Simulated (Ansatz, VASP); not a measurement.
## Two plane-wave programs on Ni

```
CELL_PARAMETERS angstrom
2.48804 0.00000 0.00000
0.00000 3.51862 0.00000
0.00000 0.00000 16.00000
ATOMIC_POSITIONS crystal
Ni 0.00000 0.00000 0.50000
```

Alike in both runs: task single point; functional PBE; k mesh 15 × 10 × 1; occupations fermi-dirac, width 0.05 eV; collinear spin.

```csv
,VASP,Ansatz
version,VASP 6.6.1,Ansatz 0.2.0
potentials or method,"VASP PAW PBE potentials, release 64 (Ni)","PAW with Ansatz's default frozen-core files, scalar-relativistic"
plane-wave cutoff (eV),520,420
valence electrons in the cell,10,18
```

```tsv
	VASP	Ansatz	Ansatz less VASP
net moment per atom (μB)	1.10	1.12	+0.021
size of the moment on the site where the two differ most (μB)	1.09	1.11	+0.018
```

Site moments also hang on the region over which each program counts them. VASP's potentials hold 10 valence electrons a cell and Ansatz's 18, so a difference there can come from the potentials and not from the codes.
